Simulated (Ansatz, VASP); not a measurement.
# One calculation of CaMg, two programs

The input INCAR:

```
ALGO = Fast ; EDIFF = 1E-6
ENCUT = 520 ; GGA = CA
ISIF = 2 ; ISMEAR = 0
LASPH = True ; LCHARG = False
LREAL = False ; LWAVE = False
NBANDS = 13 ; NELM = 80
PREC = Accurate ; SIGMA = 0.15
```

Contents of KPOINTS:

```
k-points
0
Gamma
  12 12 12
```

File POSCAR:

```
CaMg
1.0
    3.8582716525      0.0000000000      0.0000000000
    0.0000000000      3.8582716525      0.0000000000
    0.0000000000      0.0000000000      3.8582716525
Ca Mg
1 1
Direct
    0.0128258732      0.0000000000      0.0000000000
    0.4788506338      0.5000000000      0.5000000000
```

Input for Ansatz:

```yaml
crystal:
  lattice:
    - [3.8582716525, 0.0, 0.0]
    - [0.0, 3.8582716525, 0.0]
    - [0.0, 0.0, 3.8582716525]
  atoms:
    - { symbol: Ca, position: [0.0128258732, 0.0, 0.0] }
    - { symbol: Mg, position: [0.4788506338, 0.5, 0.5] }
basis:
  ecutwfc: 520.0
kpoints:
  mp_grid: { grid: [12, 12, 12] }
hamiltonian:
  xc: lda
scf:
  occupations: { method: gaussian, width: 0.15 }
output:
  forces: true
  stress: true
  eigenvalues: true
```

Change from the starting cell: mode 4 frozen in at -0.082 Å, equal normal strain along x, y and z +0.0000.

Alike in both runs: task single point; functional LDA; k mesh 12 × 12 × 12; occupations gaussian, width 0.15 eV; no spin polarisation.

|  | VASP | Ansatz |
| --- | --- | --- |
| version | VASP 6.6.1 | Ansatz 0.2.0 |
| potentials or method | VASP PAW LDA potentials, release 64 (Ca_sv, Mg), cutoff 520 eV | scalar-relativistic, plane waves, PAW |
| valence electrons in the cell | 12 | 20 |

|  | VASP | Ansatz | Ansatz less VASP |
| --- | --- | --- | --- |
| gap on the k mesh at the Fermi level (eV) | none | none | - |
| pressure (GPa) | 0.0 | 0.1 | +0.13 |
| traceless stress, the component that is largest in VASP (GPa) | -0.13 | -0.13 | +0.004 |
| rms of the force components (eV/Å) | 0.191 | 0.188 | -0.0032 |

LDA's correlation is that of Perdew and Zunger in VASP and of Perdew and Wang (1992) in Ansatz. Atom by atom the forces differ by 0.003 eV/Å (rms over components). A gap of «none» marks a metal or a gap that the smearing closes. VASP's potentials hold 12 valence electrons a cell and Ansatz's 20, so a difference there can come from the potentials and not from the codes.
